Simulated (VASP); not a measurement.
# Pt (I4/mmm) in VASP: a series of runs

The runs below take Pt through single point, with PBE.

All numbers are computed with VASP 6.6.1; they aren't measurements. Logs are shortened: lines on timing, memory, paths and dates and some standing lists are left out, and cuts for length are marked.

## 1. The cell of the first run

It takes space group I4/mmm (No. 139, tetragonal). Conventional cell: a = 2.492 Å, b = 2.492 Å, c = 3.916 Å, α = 90.00°, β = 90.00°, γ = 90.00°. Within 3.3 Å of Pt (site symmetry 4/mmm) lie 12 Pt at 2.49 to 2.63 Å.

## 2. Single point, PBE (strain -0.1000 x Voigt [1, 1, 0, 0, 0, 0])

Input file INCAR:

```
SYSTEM = Pt
PREC = Accurate
ENCUT = 520
EDIFF = 1E-6
ISMEAR = 0
SIGMA = 0.15
LREAL = .False.
LASPH = .True.
NELM = 100
ALGO = Fast
ISIF = 2
LWAVE = .False.
LCHARG = .True.
GGA = PE
LELF = .True.
LVHAR = .True.
NBANDS = 11
```

Input file KPOINTS:

```
Automatic mesh
0
Gamma
  20 20 20
  0 0 0
```

Input file POSCAR:

```
Pt
1.0
    0.0000000000      1.7621100000      1.9579000000
    1.7621100000      0.0000000000      1.9579000000
    1.7621100000      1.7621100000      0.0000000000
Pt
1
Direct
    0.0000000000      0.0000000000      0.0000000000
```

Potentials or basis: VASP PAW PBE potentials, release 64 (Pt).

The run is started by

```console
> cat potpaw_PBE.64/Pt/POTCAR > POTCAR
> mpirun -np 1 vasp_std > vasp.out
```

OUTCAR:

```text
SYSTEM = Pt
   PREC = Accurate
   ENCUT = 520
   EDIFF = 1E-6
   ISMEAR = 0
   LREAL = .False.
   LASPH = .True.
   NELM = 100
   ISIF = 2
   GGA = PE

 ion  position               nearest neighbor table
   1  0.000  0.000  0.000-

  LATTYP: Found a body centered tetragonal cell.
 ALAT       =     2.4919998604
 C/A-ratio  =     1.5713484026

  Lattice vectors:

 A1 = (  -1.7621100000,   0.0000000000,   1.9579000000)
 A2 = (   1.7621100000,   0.0000000000,   1.9579000000)
 A3 = (   0.0000000000,   1.7621100000,  -1.9579000000)

Analysis of symmetry for initial positions (statically):
=====================================================================
 Subroutine PRICEL returns:
 Original cell was already a primitive cell.

 Routine SETGRP: Setting up the symmetry group for a
 body centered tetragonal supercell.

 Subroutine GETGRP returns: Found 16 space group operations
 (whereof 16 operations were pure point group operations)
 out of a pool of 16 trial point group operations.

The static configuration has the point symmetry D_4h.

Analysis of symmetry for dynamics (positions and initial velocities):
=====================================================================
 Subroutine PRICEL returns:
 Original cell was already a primitive cell.

 Routine SETGRP: Setting up the symmetry group for a
 body centered tetragonal supercell.

 Subroutine GETGRP returns: Found 16 space group operations
 (whereof 16 operations were pure point group operations)
 out of a pool of 16 trial point group operations.

The dynamic configuration has the point symmetry D_4h.

 Subroutine INISYM returns: Found 16 space group operations
 (whereof 16 operations are pure point group operations),
 and found     1 'primitive' translations

----------------------------------------------------------------------------------------

                                     Primitive cell

  volume of cell :      12.1587

  direct lattice vectors                    reciprocal lattice vectors
     0.000000000  1.762110000  1.957900000    -0.283750731  0.283750731  0.255375658
     1.762110000  0.000000000  1.957900000     0.283750731 -0.283750731  0.255375658
     1.762110000  1.762110000  0.000000000     0.283750731  0.283750731 -0.255375658

  length of vectors
     2.634085052  2.634085052  2.491999860     0.475652899  0.475652899  0.475652899

  position of ions in fractional coordinates (direct lattice)
     0.000000000  0.000000000  0.000000000

  ion indices of the primitive-cell ions
   primitive index   ion index
                 1           1

----------------------------------------------------------------------------------------

 KPOINTS: Automatic mesh

Automatic generation of k-mesh.
 Grid dimensions read from file:
 generate k-points for:   20   20   20

 Generating k-lattice:

  Cartesian coordinates                     Fractional coordinates (reciprocal lattice)
    -0.014187537  0.014187537  0.012768783     0.050000000  0.000000000  0.000000000
     0.014187537 -0.014187537  0.012768783     0.000000000  0.050000000  0.000000000
     0.014187537  0.014187537 -0.012768783     0.000000000  0.000000000  0.050000000

  Length of vectors
     0.023782645  0.023782645  0.023782645

  Shift w.r.t. Gamma in fractional coordinates (k-lattice)
     0.000000000  0.000000000  0.000000000

 Subroutine IBZKPT returns following result:
 ===========================================

 Found    641 irreducible k-points:

 Following reciprocal coordinates:
            Coordinates               Weight
  0.000000  0.000000  0.000000      1.000000
  0.050000  0.000000  0.000000      8.000000
  0.100000  0.000000  0.000000      8.000000
  0.150000 -0.000000  0.000000      8.000000
  0.200000  0.000000  0.000000      8.000000
  0.250000 -0.000000  0.000000      8.000000
[... 16 lines left out ...]
 -0.400000  0.050000  0.000000      8.000000
 -0.350000  0.050000  0.000000      8.000000
 [... further k-points ...]
   k-points           NKPTS =    641   k-points in BZ     NKDIM =    641   number of bands    NBANDS=     11
   number of dos      NEDOS =    301   number of ions     NIONS =      1
   total plane-waves  NPLWV =   8000
   dimension x,y,z NGX =    20 NGY =   20 NGZ =   20
   dimension x,y,z NGXF=    40 NGYF=   40 NGZF=   40
   ions per type =               1
   NGX,Y,Z   is equivalent  to a cutoff of  12.62, 12.62, 13.34 a.u.
   NGXF,Y,Z  is equivalent  to a cutoff of  25.25, 25.25, 26.68 a.u.
 SYSTEM =  Pt
   PREC   = accura    normal or accurate (medium, high low for compatibility)
   ISTART =      0    job   : 0-new  1-cont  2-samecut
   ICHARG =      2    charge: 1-file 2-atom 10-const
   ISPIN  =      1    spin polarized calculation?
   LNONCOLLINEAR =      F non collinear calculations
   LSORBIT =      F    spin-orbit coupling
   LASPH  =      T    aspherical Exc in radial PAW
   ENCUT  =  520.0 eV  38.22 Ry    6.18 a.u.   4.90  4.90  4.63*2*pi/ulx,y,z
   NELM   =    100;   NELMIN=  2; NELMDL= -5     # of ELM steps
   EDIFF  = 0.1E-05   stopping-criterion for ELM
   LREAL  =      F    real-space projection
   EDIFFG = 0.1E-04   stopping-criterion for IOM
   NSW    =      0    number of steps for IOM
   IBRION =     -1    ionic relax: 0-MD 1-quasi-New 2-CG
   NFREE  =      0    steps in history (QN), initial steepest desc. (CG)
   ISIF   =      2    stress and relaxation
   ISYM   =      2    0-nonsym 1-usesym 2-fastsym
   POTIM  = 0.5000    time-step for ionic-motion
   TEBEG  =    0.0;   TEEND  =   0.0 temperature during run
   PSTRESS=    0.0 pullay stress
   NELECT =      10.0000    total number of electrons
   NUPDOWN=      -1.0000    fix difference up-down
   EMIN   =  10.00;   EMAX   =-10.00  energy-range for DOS
   EFERMI =   0.00;   METHOD = LEGACY
   ISMEAR =     0;   SIGMA  =   0.15  broadening in eV -4-tet -1-fermi 0-gaus
   EFERMI_NEDOS =   21; number of points for ismear=-14 and -15
   IALGO  =     68    algorithm
   IMIX   =      4    mixing-type and parameters
     AMIX     =   0.40;   BMIX     =  1.00
     AMIX_MAG =   1.60;   BMIX_MAG =  1.00
  volume/ion in A,a.u.               =      12.16        82.05
  Fermi-wavevector in a.u.,A,eV,Ry     =   1.533837  2.898532 32.009844  2.352657
  Thomas-Fermi vector in A             =   2.640849
   LORBIT       =      0    0 simple, 1 ext, 2 COOP (PROOUT), +10 PAW based schemes
   GGA     = PE    functional components
   LHFCALC =     F    Hartree Fock is set to
   AEXX    =    0.0000 exact exchange contribution
   IVDW    =     0    specifies the selected vdW correction
   LEPSILON=     F    determine dielectric tensor
   LRPA    =     F    only Hartree local field effects (RPA)
 non-spin polarized calculation
 RMM-DIIS sequential band-by-band and
 Gauss-broadening in eV      SIGMA  =   0.15
  energy-cutoff  :      520.00
  volume of cell :       12.16
 maximum number of plane-waves:       344
   NGX =  9   NGY =  9   NGZ =  9

 number of electron      10.0000000 magnetization

 number of electron       9.9999999 magnetization

 Free energy of the ion-electron system (eV)
  ---------------------------------------------------
  ext. energy  EPLUGINS =         0.00000000
  ---------------------------------------------------
  free energy    TOTEN  =        -5.00967883 eV

  energy without entropy =       -4.99608871  energy(sigma->0) =       -5.00288377

 E-fermi :  15.8923     XC(G=0): -14.8088

 val. band max:       15.8910121208   @ k =  -0.4000   0.1000   0.3000
 cond. band min:      15.8961032401   @ k =  -0.2500   0.2500   0.2000
 fundamental gap:      0.0050911193
 Fermi energy:        15.8922516690

 k-point     1 :       0.0000    0.0000    0.0000
  band No.  band energies     occupation
      1       3.0709      2.00000
      2       9.5091      2.00000
      3      11.2509      2.00000
      4      11.2509      2.00000
      5      12.4778      2.00000
      6      14.6568      2.00000
      7      29.8417      0.00000
      8      33.5727      0.00000
      9      37.1766      0.00000
     10      37.1766      0.00000
     11      42.4207      0.00000

 k-point     2 :       0.0500    0.0000    0.0000
  band No.  band energies     occupation
      1       3.1981      2.00000
      2       9.5462      2.00000
      3      11.1926      2.00000
      4      11.3049      2.00000
      5      12.4684      2.00000
      6      14.5946      2.00000
      7      30.0657      0.00000
      8      33.6458      0.00000
      9      36.6535      0.00000
     10      37.4087      0.00000
     11      43.2144      0.00000

 k-point     3 :       0.1000    0.0000    0.0000
  band No.  band energies     occupation
      1       3.5678      2.00000
      2       9.6368      2.00000
      3      11.0330      2.00000
      4      11.4562      2.00000
      5      12.4799      2.00000
      6      14.4294      2.00000
      7      30.6851      0.00000
      8      33.5638      0.00000
      9      36.0011      0.00000
     10      38.0875      0.00000
     11      44.7266      0.00000

 k-point     4 :       0.1500   -0.0000    0.0000
  band No.  band energies     occupation
      1       4.1388      2.00000
      2       9.7355      2.00000
      3      10.8144      2.00000
      4      11.6664      2.00000
      5      12.6089      2.00000
      6      14.2252      2.00000
      7      31.4743      0.00000
      8      32.8159      0.00000
      9      36.3700      0.00000
     10      39.1633      0.00000
     11      44.0826      0.00000
[... 239 lines left out ...]
 k-point    22 :      -0.4500    0.0500    0.0000
  band No.  band energies     occupation
      1       6.1501      2.00000
      2       9.6624      2.00000
      3      11.3605      2.00000
      4      13.8622      2.00000
      5      15.5536      1.99859
      6      17.0634      0.00000
      7      23.9889      0.00000
      8      29.3322      0.00000
      9      35.5294      0.00000
     10      37.4837      0.00000
     11      45.4090      0.00000

 k-point    23 :      -0.4000    0.0500    0.0000
  band No.  band energies     occupation
      1       6.1877      2.00000
      2       9.7603      2.00000
      3      11.4311      2.00000
      4      13.0246      2.00000
      5      15.2137      2.00000
      6      16.6959      0.00000
      7      25.1040      0.00000
      8      29.7772      0.00000
      9      36.0391      0.00000
     10      38.3604      0.00000
     11      43.5883      0.00000

 k-point    24 :      -0.3500    0.0500    0.0000
  band No.  band energies     occupation
      1       6.2136      2.00000
      2       9.8955      2.00000
      3      11.5773      2.00000
      4      11.9222      2.00000
      5      14.7484      2.00000
      6      15.9735      0.44386
      7      26.6272      0.00000
      8      30.6427      0.00000
      9      37.2157      0.00000
     10      39.7234      0.00000
     11      41.6400      0.00000

 [... further k-points ...]

------------------------ aborting loop because EDIFF is reached ----------------------------------------

  FORCE on cell =-STRESS in cart. coord.  units (eV):
  Direction    XX          YY          ZZ          XY          YZ          ZX
  --------------------------------------------------------------------------------------
  -------------------------------------------------------------------------------------
  Total       10.3004773     10.3004773      7.8452807      0.0000000      0.0000000      0.0000000
  in kB     1357.3173395   1357.3173395   1033.7905011      0.0000000      0.0000000      0.0000000
  external PRESSURE =    1249.4750600 kB  Pullay stress =       0.0000000 kB

 VOLUME and BASIS-vectors are now :
 -----------------------------------------------------------------------------
  energy-cutoff  :      520.00
  volume of cell :       12.16
      direct lattice vectors                 reciprocal lattice vectors
     0.000000000  1.762110000  1.957900000    -0.283750731  0.283750731  0.255375658
     1.762110000  0.000000000  1.957900000     0.283750731 -0.283750731  0.255375658
     1.762110000  1.762110000  0.000000000     0.283750731  0.283750731 -0.255375658

 POSITION                                       TOTAL-FORCE (eV/Angst)
 -----------------------------------------------------------------------------------
      0.00000      0.00000      0.00000         0.000000      0.000000     -0.000000
 -----------------------------------------------------------------------------------
    total drift:                                0.000000     -0.000000      0.000000

  FREE ENERGIE OF THE ION-ELECTRON SYSTEM (eV)
  ---------------------------------------------------
  free  energy   TOTEN  =        -5.0096788336 eV

  energy  without entropy=       -4.9960887080  energy(sigma->0) =       -5.00288377
```

It took 58 s on 1 thread of Intel Xeon Platinum 8488C (Sapphire Rapids), shared host; peak memory 0.2 GiB.

Results:

| Item | Value |
| --- | --- |
| Free energy | -5.0097 eV |
| Pressure | 124.9 GPa |
| Band gap on the k mesh | zero (bands 5 and 6 overlap by 3.98 eV) |

Levels at points of the mesh, in eV from the Fermi level:
```csv
k point,band 1,band 2,band 3,band 4,band 5,band 6,band 7,band 8,band 9,band 10
"(0.00, 0.00, 0.00)",-12.82,-6.38,-4.64,-4.64,-3.41,-1.24,13.95,17.68,21.28,21.28
"(0.50, 0.00, 0.00)",-9.85,-6.20,-4.60,-1.28,-0.21,0.50,7.97,13.22,19.84,21.31
"(0.50, 0.50, 0.00)",-9.88,-9.22,-0.05,0.31,0.73,0.73,9.50,13.48,13.48,23.97
"(0.50, 0.00, 0.50)",-9.81,-9.13,-0.12,-0.04,1.68,2.33,10.80,12.27,12.85,22.95
```

Caveat: the cell differs from its parent crystal (strain -0.1000 x Voigt [1, 1, 0, 0, 0, 0]); the stress differs along the axes, from 103 to 136 GPa; spin-orbit coupling is left out, which moves the levels of the heavy elements.

## 3. Single point, PBE (strain +0.0500 x Voigt [1, 1, 0, 0, 0, 0])

Input file INCAR:

```
PREC     = Accurate       # precision mode
ENCUT    = 520            # plane-wave cutoff, eV
EDIFF    = 1E-7           # SCF threshold, eV
ISMEAR   = 0              # smearing method
SIGMA    = 0.15           # smearing width, eV
LREAL    = False          # projectors in reciprocal space
LASPH    = True           # aspherical terms in the spheres
NELM     = 60             # most SCF steps
ALGO     = Fast           # electronic algorithm
ISIF     = 2              # what is computed and relaxed
LWAVE    = False          # write WAVECAR
LCHARG   = True           # write CHGCAR
GGA      = PE             # functional
LELF     = True           # ELF
LVHAR    = True         
NBANDS   = 11             # bands
```

Input file KPOINTS:

```
Automatic mesh
0
Gamma
  20 20 20
```

Input file POSCAR:

```
Pt
1.0
    0.0000000000      2.0557950000      1.9579000000
    2.0557950000      0.0000000000      1.9579000000
    2.0557950000      2.0557950000      0.0000000000
Pt
1
Direct
    0.0000000000      0.0000000000      0.0000000000
```

Potentials or basis: VASP PAW PBE potentials, release 64 (Pt).

The run is started by

```console
> cat potpaw_PBE.64/Pt/POTCAR > POTCAR
> mpirun -np 1 vasp_std > vasp.out
```

OUTCAR:

```text
PREC = Accurate
   ENCUT = 520
   EDIFF = 1E-7
   ISMEAR = 0
   LREAL = False
   LASPH = True
   NELM = 60
   ISIF = 2
   GGA = PE

 ion  position               nearest neighbor table
   1  0.000  0.000  0.000-

  LATTYP: Found a body centered tetragonal cell.
 ALAT       =     2.9073331705
 C/A-ratio  =     1.3468700594

  Lattice vectors:

 A1 = (   0.0000000000,  -2.0557950000,  -1.9579000000)
 A2 = (   0.0000000000,   2.0557950000,  -1.9579000000)
[... 519 lines left out ...]
     11      34.1733      0.00000

 [... further k-points ...]

------------------------ aborting loop because EDIFF is reached ----------------------------------------

  FORCE on cell =-STRESS in cart. coord.  units (eV):
  Direction    XX          YY          ZZ          XY          YZ          ZX
  --------------------------------------------------------------------------------------
  -------------------------------------------------------------------------------------
  Total       -1.3323294     -1.3323294     -1.0762315      0.0000000      0.0000000      0.0000000
  in kB     -128.9858532   -128.9858532   -104.1924293      0.0000000      0.0000000      0.0000000
  external PRESSURE =    -120.7213786 kB  Pullay stress =       0.0000000 kB

 VOLUME and BASIS-vectors are now :
 -----------------------------------------------------------------------------
  energy-cutoff  :      520.00
  volume of cell :       16.55
      direct lattice vectors                 reciprocal lattice vectors
     0.000000000  2.055795000  1.957900000    -0.243214912  0.243214912  0.255375658
     2.055795000  0.000000000  1.957900000     0.243214912 -0.243214912  0.255375658
     2.055795000  2.055795000  0.000000000     0.243214912  0.243214912 -0.255375658

 POSITION                                       TOTAL-FORCE (eV/Angst)
 -----------------------------------------------------------------------------------
      0.00000      0.00000      0.00000        -0.000000      0.000000     -0.000000
 -----------------------------------------------------------------------------------
    total drift:                               -0.000000      0.000000     -0.000000

  FREE ENERGIE OF THE ION-ELECTRON SYSTEM (eV)
  ---------------------------------------------------
  free  energy   TOTEN  =        -6.0678946765 eV

  energy  without entropy=       -6.0453340460  energy(sigma->0) =       -6.05661436
```

stdout:

```text
POSCAR found type information on POSCAR Pt
 POSCAR found :  1 types and       1 ions
 scaLAPACK will be used
 LDA part: xc-table for (Slater+PW92), standard interpolation
 POSCAR, INCAR and KPOINTS ok, starting setup
 FFT: planning ... GRIDC
 FFT: planning ... GRID_SOFT
 FFT: planning ... GRID
 WAVECAR not read
 entering main loop
```

Run time: 69 s. Hardware: 1 thread of Intel Xeon Platinum 8488C (Sapphire Rapids), shared host; peak memory 0.24 GiB.

What came out:

- Free energy: -6.0679 eV
- Pressure: -12.1 GPa
- Band gap on the k mesh: zero (bands 5 and 6 overlap by 2.05 eV)

Levels at points of the mesh, in eV from the Fermi level:
| k point | band 2 | band 3 | band 4 | band 5 | band 6 | band 7 | band 8 | band 9 |
| --- | --- | --- | --- | --- | --- | --- | --- | --- |
| (0.00, 0.00, 0.00) | -3.40 | -3.40 | -2.91 | -1.69 | -1.14 | 14.90 | 18.95 | 18.95 |
| (0.50, 0.00, 0.00) | -3.54 | -3.04 | -0.10 | -0.08 | 0.16 | 5.19 | 14.33 | 17.85 |
| (0.50, 0.50, 0.00) | -5.69 | -0.01 | 0.43 | 0.43 | 2.58 | 8.71 | 10.54 | 10.54 |
| (0.50, 0.00, 0.50) | -5.68 | -0.02 | 0.21 | 0.58 | 1.69 | 7.56 | 11.30 | 11.52 |

Caveat: the cell differs from its parent crystal (strain +0.0500 x Voigt [1, 1, 0, 0, 0, 0]); the cell stands under tension; spin-orbit coupling is left out, which moves the levels of the heavy elements.
